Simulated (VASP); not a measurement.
# CoSi2 (Fm-3m) in VASP: notebook, part 3 of 3

VASP 6.6.1.

## (4) Single point, PBEsol, collinear spin, ferromagnetic start (11.50 Å³/atom)

This run uses another cell than the first one, of 11.50 Å³/atom.

Contents of INCAR:

```
PREC     = Accurate       # precision mode
ENCUT    = 520            # plane-wave cutoff, eV
EDIFF    = 1E-7           # SCF threshold, eV
ISMEAR   = 0              # smearing method
SIGMA    = 0.15           # smearing width, eV
LREAL    = F              # projectors in reciprocal space
LASPH    = T              # aspherical terms in the spheres
NELM     = 150            # most SCF steps
ALGO     = Normal         # electronic algorithm
ISIF     = 2              # what is computed and relaxed
LWAVE    = F              # write WAVECAR
LCHARG   = F              # write CHGCAR
ISPIN    = 2              # spin polarisation
MAGMOM   = 1.65 0 0       # initial moments
LORBIT   = 11             # projections on sites
NUPDOWN  = 1.65           # fixed moment
LMAXMIX  = 4              # l up to which the mixer works
GGA      = PS             # functional
NBANDS   = 20             # bands
```

Contents of KPOINTS:

```
regular mesh
0
Gamma
  14 14 14
```

Contents of POSCAR:

```
CoSi2
1.0
    0.0000000000      2.5835250176      2.5835250176
    2.5835250176      0.0000000000      2.5835250176
    2.5835250176      2.5835250176      0.0000000000
Co Si
1 2
Direct
    0.0000000000      0.0000000000      0.0000000000
    0.2500000000      0.2500000000      0.2500000000
    0.7500000000      0.7500000000      0.7500000000
```

Potentials or basis: VASP PAW PBE potentials, release 64 (Co, Si).

On the command line:

```sh
$ cat potpaw_PBE.64/Co/POTCAR potpaw_PBE.64/Si/POTCAR > POTCAR
$ mpirun -np 1 vasp_std > vasp.out
```

OUTCAR:

```text
PREC = Accurate
   ENCUT = 520
   EDIFF = 1E-7
   ISMEAR = 0
   LREAL = F
   LASPH = T
   NELM = 150
   ISIF = 2
   ISPIN = 2
   LORBIT = 11
   NUPDOWN = 1.65
   GGA = PS

 ion  position               nearest neighbor table
   1  0.000  0.000  0.000-   3 2.24   3 2.24   3 2.24   2 2.24   3 2.24   2 2.24   2 2.24   2 2.24

   2  0.250  0.250  0.250-   1 2.24   1 2.24   1 2.24   1 2.24   3 2.58   3 2.58   3 2.58   3 2.58
                             3 2.58   3 2.58
   3  0.750  0.750  0.750-   1 2.24   1 2.24   1 2.24   1 2.24   2 2.58   2 2.58   2 2.58   2 2.58
                             2 2.58   2 2.58

  LATTYP: Found a face centered cubic cell.
 ALAT       =     5.1670500352

  Lattice vectors:

 A1 = (   0.0000000000,   2.5835250176,   2.5835250176)
 A2 = (   2.5835250176,   0.0000000000,   2.5835250176)
 A3 = (   2.5835250176,   2.5835250176,   0.0000000000)

Analysis of symmetry for initial positions (statically):
=====================================================================
 Subroutine PRICEL returns:
[... 1306 lines left out ...]
------------------------ aborting loop because EDIFF is reached ----------------------------------------

  FORCE on cell =-STRESS in cart. coord.  units (eV):
  Direction    XX          YY          ZZ          XY          YZ          ZX
  --------------------------------------------------------------------------------------
  -------------------------------------------------------------------------------------
  Total        6.8138264      6.8138264      6.8138264      0.0000000      0.0000000      0.0000000
  in kB      316.5436728    316.5436728    316.5436728      0.0000000      0.0000000      0.0000000
  external PRESSURE =     316.5436728 kB  Pullay stress =       0.0000000 kB

 VOLUME and BASIS-vectors are now :
 -----------------------------------------------------------------------------
  energy-cutoff  :      520.00
  volume of cell :       34.49
      direct lattice vectors                 reciprocal lattice vectors
     0.000000000  2.583525018  2.583525018    -0.193534027  0.193534027  0.193534027
     2.583525018  0.000000000  2.583525018     0.193534027 -0.193534027  0.193534027
     2.583525018  2.583525018  0.000000000     0.193534027  0.193534027 -0.193534027

 POSITION                                       TOTAL-FORCE (eV/Angst)
 -----------------------------------------------------------------------------------
      0.00000      0.00000      0.00000         0.000000      0.000000      0.000000
      1.29176      1.29176      1.29176        -0.000000     -0.000000     -0.000000
      3.87529      3.87529      3.87529         0.000000      0.000000     -0.000000
 -----------------------------------------------------------------------------------
    total drift:                               -0.000000     -0.000000      0.000000

  FREE ENERGIE OF THE ION-ELECTRON SYSTEM (eV)
  ---------------------------------------------------
  free  energy   TOTEN  =       -19.3769499996 eV

  energy  without entropy=      -19.3540620763  energy(sigma->0) =      -19.36550604

 total charge

# of ion       s       p       d       tot
------------------------------------------
    1        0.606   0.849   7.687   9.141
    2        0.754   0.932   0.000   1.686
    3        0.754   0.932   0.000   1.686
--------------------------------------------------
tot          2.113   2.713   7.687  12.513

 magnetization (x)

# of ion       s       p       d       tot
------------------------------------------
    1        0.017   0.189   0.809   1.015
    2        0.044   0.094   0.000   0.138
    3        0.044   0.094   0.000   0.138
--------------------------------------------------
tot          0.105   0.376   0.809   1.290
```

OSZICAR:

```text
N       E                     dE             d eps       ncg     rms          rms(c)
DAV:   1     0.702012412773E+02    0.70201E+02   -0.66133E+03  8440   0.828E+02
DAV:   2    -0.164571972033E+02   -0.86658E+02   -0.76930E+02  8860   0.192E+02
DAV:   3    -0.210947345168E+02   -0.46375E+01   -0.44594E+01  9936   0.463E+01
DAV:   4    -0.211702488058E+02   -0.75514E-01   -0.75325E-01  9740   0.539E+00
DAV:   5    -0.211722867961E+02   -0.20380E-02   -0.20376E-02 10308   0.930E-01    0.184E+01
DAV:   6    -0.252582059207E+02   -0.40859E+01   -0.22796E+01  9396   0.940E+01    0.216E+01
DAV:   7    -0.194337031936E+02    0.58245E+01   -0.11602E+01 10112   0.711E+01    0.459E+00
DAV:   8    -0.194259728075E+02    0.77304E-02   -0.59468E-01 10832   0.591E+00    0.297E+00
DAV:   9    -0.193785217052E+02    0.47451E-01   -0.64370E-02 10456   0.416E+00    0.863E-01
DAV:  10    -0.193769814580E+02    0.15402E-02   -0.50785E-03 12872   0.801E-01    0.263E-01
DAV:  11    -0.193769704186E+02    0.11039E-04   -0.57809E-04 10756   0.287E-01    0.724E-02
DAV:  12    -0.193769529413E+02    0.17477E-04   -0.70902E-05 11200   0.145E-01    0.193E-02
DAV:  13    -0.193769513439E+02    0.15974E-05   -0.52048E-06 11284   0.190E-02    0.113E-02
DAV:  14    -0.193769501375E+02    0.12064E-05   -0.98403E-07  9912   0.667E-03    0.438E-03
DAV:  15    -0.193769499645E+02    0.17306E-06   -0.15879E-07  7664   0.498E-03    0.205E-03
DAV:  16    -0.193769499996E+02   -0.35106E-07   -0.27506E-08  5232   0.199E-03
   1 F= -.19376950E+02 E0= -.19365506E+02  d E =-.228879E-01  mag=     1.6500
```

stdout:

```text
POSCAR found type information on POSCAR CoSi
 POSCAR found :  2 types and       3 ions
 scaLAPACK will be used
 -----------------------------------------------------------------------------
|                                                                             |
|                                                                             |
|     You enforced a specific xc type in the INCAR file but a different       |
|     I HOPE YOU KNOW WHAT YOU ARE DOING!                                     |
|                                                                             |
 -----------------------------------------------------------------------------

 LDA part: xc-table for (Slater+PW92), standard interpolation
 POSCAR, INCAR and KPOINTS ok, starting setup
 FFT: planning ... GRIDC
 FFT: planning ... GRID_SOFT
 FFT: planning ... GRID
 WAVECAR not read
 entering main loop
```

It took 71 s on 1 thread of Intel Xeon 6975P-C (Granite Rapids), shared host; peak memory 0.24 GiB.

Results:

| Property | Result |
| --- | --- |
| Free energy | -19.3769 eV |
| Pressure | 31.7 GPa |
| Net moment | 1.65 μB per cell |
| Site moments | Co +1.01; Si +0.14 μB |
| Valence electrons inside the program's atomic spheres | Co 9.14; Si 1.69 |

Caveat: the cell stands under pressure; the PAW data sets were made with another functional, which shifts forces and pressure a little; the total moment is fixed, so each spin has its own Fermi level.

## (5) Single point, PBEsol, collinear spin, ferromagnetic start (11.50 Å³/atom)

This run uses another cell than the first one, of 11.50 Å³/atom.

Contents of INCAR:

```
PREC     = Accurate       # precision mode
ENCUT    = 520            # plane-wave cutoff, eV
EDIFF    = 1E-7           # SCF threshold, eV
ISMEAR   = 0              # smearing method
SIGMA    = 0.15           # smearing width, eV
LREAL    = False          # projectors in reciprocal space
LASPH    = True           # aspherical terms in the spheres
NELM     = 150            # most SCF steps
ALGO     = Normal         # electronic algorithm
ISIF     = 2              # what is computed and relaxed
LWAVE    = False          # write WAVECAR
LCHARG   = True           # write CHGCAR
ISPIN    = 2              # spin polarisation
MAGMOM   = 1.1 0 0        # initial moments
LORBIT   = 11             # projections on sites
NUPDOWN  = 1.1            # fixed moment
LMAXMIX  = 4              # l up to which the mixer works
GGA      = PS             # functional
LELF     = True           # ELF
LVHAR    = True         
NBANDS   = 20             # bands
```

Contents of KPOINTS:

```
Automatic mesh
0
Gamma
  14 14 14
```

POSCAR is that of step 4.

On the command line:

```sh
$ cat potpaw_PBE.64/Co/POTCAR potpaw_PBE.64/Si/POTCAR > POTCAR
$ mpirun -np 1 vasp_std > vasp.out
```

Run time: 79 s. Hardware: 1 thread of Intel Xeon 6975P-C (Granite Rapids), shared host; peak memory 0.24 GiB.

It converged, with:

* Free energy: -20.1327 eV
* Pressure: 25.1 GPa
* Net moment: 1.10 μB per cell
* Site moments: Co +0.67; Si +0.09 μB
* Valence electrons inside the program's atomic spheres: Co 9.17; Si 1.67

Caveat: the cell stands under pressure; the PAW data sets were made with another functional, which shifts forces and pressure a little; the total moment is fixed, so each spin has its own Fermi level.

## (6) Summary

| fixed moment (μB) | cell | pressure (GPa) | moment (μB) |
| --- | --- | --- | --- |
| 0.275 | a = 3.600 Å, angles 60.0°, 3 atoms | 33.4 | 0.28 |
| 0.825 | a = 3.600 Å, angles 60.0°, 3 atoms | 35.4 | 0.82 |
| 1.65 | a = 3.654 Å, angles 60.0°, 3 atoms | 31.7 | 1.65 |
| 1.1 | a = 3.654 Å, angles 60.0°, 3 atoms | 25.1 | 1.10 |

Alike in all rows: task single point; level PBEsol; potentials or basis VASP PAW PBE potentials, release 64 (Co, Si); spin collinear, ferromagnetic start; k mesh 14 × 14 × 14; cutoff (eV) 520; smearing gaussian 0.15 eV.

Caveats: the cell stands under pressure; the PAW data sets were made with another functional, which shifts forces and pressure a little; the total moment is fixed, so each spin has its own Fermi level.

Total energies depend on the potentials used, so only differences within one code and one set of settings carry meaning.
